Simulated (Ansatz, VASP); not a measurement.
# Two plane-wave programs on MgS

```
Mg S
1.0
     0.00000    2.53393    2.53393
     2.53393    0.00000    2.53393
     2.53393    2.53393    0.00000
Mg S
1 1
Direct
  0.00000 0.00000 0.00000
  0.50000 0.50000 0.50000
```

Alike in both runs: task single point; functional PBE; k mesh 8 × 8 × 8; occupations gaussian, width 0.02 eV; no spin polarisation.

|  | VASP | Ansatz |
| --- | --- | --- |
| version | VASP 6.6.1 | Ansatz 0.2.0 |
| potentials or method | VASP PAW PBE potentials, release 64 (Mg, S), cutoff 520 eV | scalar-relativistic, plane waves, PAW |
| valence electrons in the cell | 8 | 16 |

Ansatz gave:

```
gap on the k mesh at the Fermi level (eV) : 2.95
least direct gap on the mesh (eV)         : 4.38
pressure (GPa)                            : 8.5
```

Q: Which values does VASP return?

A: gap on the k mesh at the Fermi level (eV): 2.94; least direct gap on the mesh (eV): 4.37; pressure (GPa): 8.1.

VASP's potentials hold 8 valence electrons a cell and Ansatz's 16, so a difference there can come from the potentials and not from the codes.
